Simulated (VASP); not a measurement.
A run of VASP 6.6.1 is set up as follows.

File INCAR:

```
PREC = Accurate
ENCUT = 520
EDIFF = 1E-7
ISMEAR = 0
SIGMA = 0.01
LREAL = F
LASPH = T
NELM = 60
ALGO = Normal
ISIF = 2
LWAVE = F
LCHARG = F
GGA = PE
NBANDS = 11
```

Contents of KPOINTS:

```
Automatic mesh
0
Gamma
  6 6 6
```

Contents of POSCAR:

```
C
1.0
    0.0432300000      1.7757900000      1.8406100000
    1.7902000000      0.0218200000      1.8620200000
    1.8008200000      1.8078200000      0.0112000000
C
2
Direct
    0.9890900000      0.0144100000      0.9995700000
    0.2429700000      0.2311100000      0.2736800000
```

Potentials or basis: VASP PAW PBE potentials, release 64 (C).

The run is started by

```bash
$ cat potpaw_PBE.64/C/POTCAR > POTCAR
$ mpirun -np 1 vasp_std > vasp.out
```

Question: What does it give for the pressure?

Answer: -7.1 GPa.

Question: Predict the largest force.

Answer: 2.425 eV/Å.

Stress tensor (GPa, compression positive):
```
  6.59 -16.79 -10.07
-16.79   2.95   2.19
-10.07   2.19 -30.96
```

Caveat: the k points lie up to 0.51 Å⁻¹ apart; forces of over 1 eV/Å act on the atoms, so gaps and moduli don't describe the material at rest.
